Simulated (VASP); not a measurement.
# Hf (Fmmm) in VASP: single point with LDA

Aim: the single point of Hf with LDA.

Program: VASP 6.6.1. These are calculated values, not measurements. Logs are shortened: lines on timing, memory, paths and dates and some standing lists are left out, and cuts for length are marked.

### 1 The cell of the first run

It takes space group Fmmm (No. 69, orthorhombic). The conventional cell has a = 3.859 Å, b = 4.207 Å, c = 5.014 Å, α = 90.00°, β = 90.00°, γ = 90.00°. Hf (site symmetry mmm) has 12 Hf at 2.85 to 3.27 Å within 3.8 Å.

### 2 Single point, LDA

Contents of INCAR:

```
PREC = Accurate ; ENCUT = 520
EDIFF = 1E-6 ; ISMEAR = 0
SIGMA = 0.15 ; LREAL = False
LASPH = True ; NELM = 80
ALGO = Fast ; ISIF = 2
LWAVE = False ; LCHARG = False
GGA = CA ; NBANDS = 11
```

Contents of KPOINTS:

```
regular mesh
0
Gamma
  18 18 18
```

Contents of POSCAR:

```
Hf
1.0
    0.0000000000      2.1036465092      2.5069362545
    1.9292509437      0.0000000000      2.5069362545
    1.9292509437      2.1036465092      0.0000000000
Hf
1
Direct
    0.0000000000      0.0000000000      0.0000000000
```

Potentials or basis: VASP PAW LDA potentials, release 64 (Hf_pv).

Started as:

```console
> cat potpaw_LDA.64/Hf_pv/POTCAR > POTCAR
> mpirun -np 1 vasp_std > vasp.out
```

OUTCAR:

```text
PREC = Accurate
   ENCUT = 520
   EDIFF = 1E-6
   ISMEAR = 0
   LREAL = False
   LASPH = True
   NELM = 80
   ISIF = 2
   GGA = CA

 ion  position               nearest neighbor table
   1  0.000  0.000  0.000-

  LATTYP: Found a face centered orthorhombic cell.
 ALAT       =     3.8585018874
 B/A-ratio  =     1.0903954802
 C/A-ratio  =     1.2994350282

  Lattice vectors:

 A1 = (   0.0000000000,   2.1036465092,   2.5069362545)
 A2 = (   1.9292509437,   0.0000000000,   2.5069362545)
 A3 = (   1.9292509437,   2.1036465092,   0.0000000000)

Analysis of symmetry for initial positions (statically):
=====================================================================
 Subroutine PRICEL returns:
 Original cell was already a primitive cell.

 Routine SETGRP: Setting up the symmetry group for a
 face centered orthorhombic supercell.

 Subroutine GETGRP returns: Found  8 space group operations
 (whereof  8 operations were pure point group operations)
 out of a pool of  8 trial point group operations.

The static configuration has the point symmetry D_2h.

Analysis of symmetry for dynamics (positions and initial velocities):
=====================================================================
 Subroutine PRICEL returns:
 Original cell was already a primitive cell.

 Routine SETGRP: Setting up the symmetry group for a
 face centered orthorhombic supercell.

 Subroutine GETGRP returns: Found  8 space group operations
 (whereof  8 operations were pure point group operations)
 out of a pool of  8 trial point group operations.

The dynamic configuration has the point symmetry D_2h.

 Subroutine INISYM returns: Found  8 space group operations
 (whereof  8 operations are pure point group operations),
 and found     1 'primitive' translations

----------------------------------------------------------------------------------------

                                     Primitive cell

  volume of cell :      20.3486

  direct lattice vectors                    reciprocal lattice vectors
     0.000000000  2.103646509  2.506936254    -0.259167944  0.237682518  0.199446635
     1.929250944  0.000000000  2.506936254     0.259167944 -0.237682518  0.199446635
     1.929250944  2.103646509  0.000000000     0.259167944  0.237682518 -0.199446635

  length of vectors
     3.272622499  3.163342945  2.854354190     0.404277087  0.404277087  0.404277087

  position of ions in fractional coordinates (direct lattice)
     0.000000000  0.000000000  0.000000000

  ion indices of the primitive-cell ions
   primitive index   ion index
                 1           1

----------------------------------------------------------------------------------------

 KPOINTS: regular mesh

Automatic generation of k-mesh.
 Grid dimensions read from file:
 generate k-points for:   18   18   18

 Generating k-lattice:

  Cartesian coordinates                     Fractional coordinates (reciprocal lattice)
    -0.014398219  0.013204584  0.011080369     0.055555556  0.000000000  0.000000000
     0.014398219 -0.013204584  0.011080369    -0.000000000  0.055555556 -0.000000000
     0.014398219  0.013204584 -0.011080369     0.000000000  0.000000000  0.055555556

  Length of vectors
     0.022459838  0.022459838  0.022459838

  Shift w.r.t. Gamma in fractional coordinates (k-lattice)
     0.000000000  0.000000000  0.000000000

 Subroutine IBZKPT returns following result:
 ===========================================

 Found    865 irreducible k-points:

 Following reciprocal coordinates:
            Coordinates               Weight
  0.000000  0.000000  0.000000      1.000000
  0.055556  0.000000 -0.000000      8.000000
  0.111111  0.000000 -0.000000      8.000000
  0.166667  0.000000 -0.000000      8.000000
  0.222222  0.000000  0.000000      8.000000
  0.277778  0.000000  0.000000      8.000000
[... 16 lines left out ...]
 -0.277778  0.055556 -0.000000      8.000000
 -0.222222  0.055556  0.000000      8.000000
 [... further k-points ...]
   k-points           NKPTS =    865   k-points in BZ     NKDIM =    865   number of bands    NBANDS=     11
   number of dos      NEDOS =    301   number of ions     NIONS =      1
   total plane-waves  NPLWV =  13824
   dimension x,y,z NGX =    24 NGY =   24 NGZ =   24
   dimension x,y,z NGXF=    48 NGYF=   48 NGZF=   48
   ions per type =               1
   NGX,Y,Z   is equivalent  to a cutoff of  12.19, 12.61, 13.98 a.u.
   NGXF,Y,Z  is equivalent  to a cutoff of  24.38, 25.23, 27.96 a.u.
 SYSTEM =  unknown system
   PREC   = accura    normal or accurate (medium, high low for compatibility)
   ISTART =      0    job   : 0-new  1-cont  2-samecut
   ICHARG =      2    charge: 1-file 2-atom 10-const
   ISPIN  =      1    spin polarized calculation?
   LNONCOLLINEAR =      F non collinear calculations
   LSORBIT =      F    spin-orbit coupling
   LASPH  =      T    aspherical Exc in radial PAW
   ENCUT  =  520.0 eV  38.22 Ry    6.18 a.u.   6.08  5.88  5.31*2*pi/ulx,y,z
   NELM   =     80;   NELMIN=  2; NELMDL= -5     # of ELM steps
   EDIFF  = 0.1E-05   stopping-criterion for ELM
   LREAL  =      F    real-space projection
[... 7 lines left out ...]
   TEBEG  =    0.0;   TEEND  =   0.0 temperature during run
   PSTRESS=    0.0 pullay stress
   NELECT =      10.0000    total number of electrons
   NUPDOWN=      -1.0000    fix difference up-down
   EMIN   =  10.00;   EMAX   =-10.00  energy-range for DOS
   EFERMI =   0.00;   METHOD = LEGACY
   ISMEAR =     0;   SIGMA  =   0.15  broadening in eV -4-tet -1-fermi 0-gaus
   EFERMI_NEDOS =   21; number of points for ismear=-14 and -15
   IALGO  =     68    algorithm
   IMIX   =      4    mixing-type and parameters
     AMIX     =   0.40;   BMIX     =  1.00
     AMIX_MAG =   1.60;   BMIX_MAG =  1.00
  volume/ion in A,a.u.               =      20.35       137.32
  Fermi-wavevector in a.u.,A,eV,Ry     =   1.291903  2.441343 22.708305  1.669013
  Thomas-Fermi vector in A             =   2.423644
   LORBIT       =      0    0 simple, 1 ext, 2 COOP (PROOUT), +10 PAW based schemes
   GGA     = CA    functional components
   LHFCALC =     F    Hartree Fock is set to
   AEXX    =    0.0000 exact exchange contribution
   IVDW    =     0    specifies the selected vdW correction
   LEPSILON=     F    determine dielectric tensor
   LRPA    =     F    only Hartree local field effects (RPA)
 non-spin polarized calculation
 RMM-DIIS sequential band-by-band and
 Gauss-broadening in eV      SIGMA  =   0.15
  energy-cutoff  :      520.00
  volume of cell :       20.35
 maximum number of plane-waves:       562
   NGX = 13   NGY = 11   NGZ = 11

 number of electron      10.0000000 magnetization

 number of electron       9.9999999 magnetization

 Free energy of the ion-electron system (eV)
  ---------------------------------------------------
  ext. energy  EPLUGINS =         0.00000000
  ---------------------------------------------------
  free energy    TOTEN  =       -10.53853452 eV

  energy without entropy =      -10.52049743  energy(sigma->0) =      -10.52951597

 E-fermi :   5.1300     XC(G=0): -11.9005

 val. band max:        5.1264251921   @ k =   0.3333   0.1111  -0.0000
 cond. band min:       5.1300133800   @ k =  -0.4444   0.0556   0.0556
 fundamental gap:      0.0035881879
 Fermi energy:         5.1300028545

 k-point     1 :       0.0000    0.0000    0.0000
  band No.  band energies     occupation
      1     -24.3230      2.00000
      2     -24.1889      2.00000
      3     -24.1564      2.00000
      4      -2.1251      2.00000
      5       5.0610      1.48441
      6       7.0961      0.00000
      7       7.6238      0.00000
      8       8.3899      0.00000
      9      11.5654      0.00000
     10      17.8030      0.00000
     11      18.4130      0.00000

 k-point     2 :       0.0556    0.0000   -0.0000
  band No.  band energies     occupation
      1     -24.3336      2.00000
      2     -24.2175      2.00000
      3     -24.1670      2.00000
      4      -1.9996      2.00000
      5       5.1134      1.12417
      6       7.0939      0.00000
      7       7.5805      0.00000
      8       8.3360      0.00000
      9      11.4363      0.00000
     10      18.0567      0.00000
     11      18.6539      0.00000

 k-point     3 :       0.1111    0.0000   -0.0000
  band No.  band energies     occupation
      1     -24.3856      2.00000
      2     -24.3036      2.00000
      3     -24.1704      2.00000
      4      -1.6366      2.00000
      5       5.2425      0.28893
      6       6.9081      0.00000
      7       7.5785      0.00000
      8       8.3409      0.00000
      9      11.1052      0.00000
     10      18.5114      0.00000
     11      19.4941      0.00000

 k-point     4 :       0.1667    0.0000   -0.0000
  band No.  band energies     occupation
      1     -24.5436      2.00000
      2     -24.3585      2.00000
      3     -24.1699      2.00000
      4      -1.0764      2.00000
      5       5.3795      0.01864
      6       6.3948      0.00000
      7       7.8988      0.00000
      8       8.4943      0.00000
      9      10.7040      0.00000
     10      17.7252      0.00000
     11      18.7925      0.00000

 k-point     5 :       0.2222    0.0000    0.0000
  band No.  band energies     occupation
      1     -24.7569      2.00000
      2     -24.4003      2.00000
      3     -24.1682      2.00000
      4      -0.3895      2.00000
      5       5.4679      0.00145
      6       5.8369      0.00000
      7       8.5128      0.00000
      8       8.6733      0.00000
      9      10.4065      0.00000
     10      17.7208      0.00000
     11      18.4522      0.00000

 k-point     6 :       0.2778    0.0000    0.0000
  band No.  band energies     occupation
      1     -24.9798      2.00000
      2     -24.4413      2.00000
      3     -24.1658      2.00000
      4       0.3172      2.00000
      5       5.3538      0.03488
      6       5.5812      0.00002
      7       8.6921      0.00000
      8       9.3671      0.00000
      9      10.4108      0.00000
     10      17.6411      0.00000
     11      17.7994      0.00000

 k-point     7 :       0.3333    0.0000    0.0000
  band No.  band energies     occupation
      1     -25.1835      2.00000
      2     -24.4789      2.00000
      3     -24.1634      2.00000
      4       0.9042      2.00000
      5       5.1244      1.04186
      6       5.6961      0.00000
      7       8.5381      0.00000
      8      10.2980      0.00000
      9      10.7755      0.00000
     10      17.0386      0.00000
     11      18.7767      0.00000

 k-point     8 :       0.3889    0.0000   -0.0000
  band No.  band energies     occupation
      1     -25.3456      2.00000
      2     -24.5090      2.00000
      3     -24.1613      2.00000
      4       1.2655      2.00000
      5       5.0402      1.60303
      6       5.9760      0.00000
      7       8.3398      0.00000
      8      10.9206      0.00000
      9      11.5291      0.00000
     10      16.6094      0.00000
     11      17.6317      0.00000
[... 141 lines left out ...]
 k-point    19 :       0.5000    0.0556   -0.0000
  band No.  band energies     occupation
      1     -25.4560      2.00000
      2     -24.5534      2.00000
      3     -24.1656      2.00000
      4       1.5397      2.00000
      5       4.9257      1.94590
      6       6.4390      0.00000
      7       8.1949      0.00000
      8      11.4052      0.00000
      9      12.5066      0.00000
     10      16.1189      0.00000
     11      16.5918      0.00000

 k-point    20 :      -0.4444    0.0556    0.0000
  band No.  band energies     occupation
      1     -25.4756      2.00000
      2     -24.5458      2.00000
      3     -24.1601      2.00000
      4       1.5525      2.00000
      5       4.9747      1.85688
      6       6.3228      0.00000
      7       8.1593      0.00000
      8      11.3066      0.00000
      9      12.6013      0.00000
     10      16.2187      0.00000
     11      16.8761      0.00000

 k-point    21 :      -0.3889    0.0556    0.0000
  band No.  band energies     occupation
      1     -25.4252      2.00000
      2     -24.5247      2.00000
      3     -24.1559      2.00000
      4       1.4776      2.00000
      5       5.0056      1.75923
      6       5.9597      0.00000
      7       8.2583      0.00000
      8      10.9913      0.00000
      9      12.1768      0.00000
     10      16.4599      0.00000
     11      17.5825      0.00000

 k-point    22 :      -0.3333    0.0556    0.0000
  band No.  band energies     occupation
      1     -25.3094      2.00000
      2     -24.4929      2.00000
      3     -24.1533      2.00000
      4       1.2297      2.00000
      5       4.9766      1.85201
      6       5.7204      0.00000
      7       8.4463      0.00000
      8      10.5461      0.00000
      9      11.3143      0.00000
     10      16.7410      0.00000
     11      18.6852      0.00000

 k-point    23 :      -0.2778    0.0556   -0.0000
  band No.  band energies     occupation
      1     -25.1389      2.00000
      2     -24.4544      2.00000
      3     -24.1528      2.00000
      4       0.7341      2.00000
      5       5.0399      1.60442
      6       5.7003      0.00000
      7       8.6602      0.00000
      8      10.0700      0.00000
      9      10.2956      0.00000
     10      17.2394      0.00000
     11      17.7410      0.00000

 k-point    24 :      -0.2222    0.0556    0.0000
  band No.  band energies     occupation
      1     -24.9308      2.00000
      2     -24.4142      2.00000
      3     -24.1541      2.00000
      4       0.0559      2.00000
      5       5.3554      0.03360
      6       5.7424      0.00000
      7       8.7509      0.00000
      8       9.1691      0.00000
      9       9.9639      0.00000
     10      17.7055      0.00000
     11      18.0013      0.00000

 [... further k-points ...]
[... 5 lines left out ...]
  --------------------------------------------------------------------------------------
  -------------------------------------------------------------------------------------
  Total        0.5930357      0.5000022     -0.6046720      0.0000000      0.0000000      0.0000000
  in kB       46.6935206     39.3683955    -47.6097219      0.0000000      0.0000000      0.0000000
  external PRESSURE =      12.8173981 kB  Pullay stress =       0.0000000 kB

 VOLUME and BASIS-vectors are now :
 -----------------------------------------------------------------------------
  energy-cutoff  :      520.00
  volume of cell :       20.35
      direct lattice vectors                 reciprocal lattice vectors
     0.000000000  2.103646509  2.506936254    -0.259167944  0.237682518  0.199446635
     1.929250944  0.000000000  2.506936254     0.259167944 -0.237682518  0.199446635
     1.929250944  2.103646509  0.000000000     0.259167944  0.237682518 -0.199446635

 POSITION                                       TOTAL-FORCE (eV/Angst)
 -----------------------------------------------------------------------------------
      0.00000      0.00000      0.00000         0.000000      0.000000      0.000000
 -----------------------------------------------------------------------------------
    total drift:                                0.000000      0.000000     -0.000000

  FREE ENERGIE OF THE ION-ELECTRON SYSTEM (eV)
  ---------------------------------------------------
  free  energy   TOTEN  =       -10.5385345157 eV

  energy  without entropy=      -10.5204974325  energy(sigma->0) =      -10.52951597
```

Run time: 1.7 min. Hardware: 1 thread of Intel Xeon Platinum 8375C at 2.90GHz (Ice Lake), shared host; peak memory 0.29 GiB.

What came out:

```
Free energy            : -10.5385 eV
Pressure               : 1.3 GPa
Band gap on the k mesh : zero (band 5 reaches 6.21 eV, above the bottom of band 6 at 4.49 eV)
```

Caveat: the cell differs from its parent crystal (strain +e along x and -e along y -0.0400, strain +e along z and -e/2 along x and y +0.1500); spin-orbit coupling is left out, which moves the levels of the heavy elements.
